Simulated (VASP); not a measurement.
WC: single point with PBE

WC:

```
CELL_PARAMETERS angstrom
2.90050 0.00000 0.00000
-1.45025 2.51191 0.00000
0.00000 0.00000 2.82900
ATOMIC_POSITIONS crystal
W 0.00000 0.00000 0.00000
C 0.66667 0.33333 0.39396
```

This cell differs from its parent crystal: atom 2 (C) moved by (+0.000, -0.300) A along x and z.

```
Program                : VASP 6.6.1
Task                   : single point
Functional             : PBE
Potentials or basis    : VASP PAW PBE potentials, release 64 (W_sv, C)
Cutoff                 : 520 eV
k mesh                 : 18 × 18 × 16
Occupations            : gaussian, width 0.15 eV
Spin                   : no spin polarisation
Dipole correction      : no
Further INCAR settings : ALGO = Normal; EDIFF = 1e-06; NBANDS = 16
```

The pressure is 30.1 GPa and the largest force is 5.066 eV/Å. The band gap on the k mesh is zero (bands 9 and 10 overlap by 1.80 eV).

Forces in eV/Å, atoms in the order of the input:
```
W    0.000  0.000 -5.066
C    0.000  0.000  5.066
```

Stress tensor (GPa, compression positive):
```
29.62  0.00  0.00
 0.00 29.62  0.00
 0.00  0.00 31.02
```

Levels at points of the mesh, in eV from the Fermi level:
| k point | band 5 | band 6 | band 7 | band 8 | band 9 | band 10 | band 11 | band 12 | band 13 | band 14 |
| --- | --- | --- | --- | --- | --- | --- | --- | --- | --- | --- |
| (0.00, 0.00, 0.00) | -14.70 | -5.45 | -4.16 | -4.16 | 1.36 | 2.68 | 2.68 | 6.13 | 6.61 | 6.61 |
| (0.50, 0.00, 0.00) | -11.53 | -7.22 | -4.31 | -2.79 | -1.62 | 3.04 | 4.33 | 4.49 | 4.75 | 11.26 |
| (0.00, 0.00, 0.50) | -11.19 | -8.54 | -3.26 | -3.26 | -0.43 | -0.43 | 4.19 | 5.08 | 5.08 | 8.95 |
| (0.50, 0.00, 0.50) | -11.60 | -7.17 | -4.68 | -4.05 | 0.17 | 4.05 | 5.17 | 6.15 | 8.81 | 9.92 |

Wall time 98 s on 1 thread of Intel(R) Xeon(R) 6975P-C (Granite Rapids), on a shared host, peak memory 0.28 GiB.

Caveat: the cell differs from its parent crystal (atom 2 (C) moved by (+0.000, -0.300) A along x and z); the cell stands under pressure; spin-orbit coupling is left out, which moves the levels of the heavy elements; forces of over 1 eV/Å act on the atoms, so gaps and moduli don't describe the material at rest.
